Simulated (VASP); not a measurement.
InP: single point with PBE

Crystal: InP.

```
In P
1.0
     0.00000    2.95198    2.95198
     2.95198    0.00000    2.95198
     2.95198    2.95198    0.00000
In P
1 1
Direct
  0.00000 0.00000 0.00000
  0.25000 0.25000 0.25000
```

| Item | Value |
| --- | --- |
| Program | VASP 6.6.1 |
| Task | single point |
| Functional | PBE |
| Potentials or basis | VASP PAW PBE potentials, release 64 (In_d, P) |
| Cutoff | 500 eV |
| k mesh | 2 × 2 × 2 |
| Occupations | gaussian, width 0.1 eV |
| Spin | no spin polarisation |
| Dipole correction | no |
| Further INCAR settings | ALGO = Normal; EDIFF = 1e-06; NBANDS = 16 |

The pressure is 5.5 GPa and the band gap on the k mesh is 0.48 eV, direct.

Levels at points of the mesh, in eV from the valence-band top:
```tsv
k point	band 5	band 6	band 7	band 8	band 9	band 10	band 11	band 12	band 13	band 14
(0.00, 0.00, 0.00)	-14.44	-11.41	0.00	0.00	0.00	0.48	3.83	3.83	3.83	8.35
(0.50, 0.00, 0.00)	-14.42	-9.72	-5.80	-0.99	-0.99	1.28	4.57	4.57	6.98	9.34
(0.50, 0.50, 0.00)	-14.41	-9.05	-5.87	-2.34	-2.34	1.59	2.10	9.11	9.29	9.29
```

Wall time 7.7 s on 1 thread of Intel Xeon 8259CL, on a shared host, peak memory 0.16 GiB.

Caveat: the k points lie up to 0.92 Å⁻¹ apart; spin-orbit coupling is left out, which moves the levels of the heavy elements. PBE gaps usually lie below the measured ones, often by a third to a half.
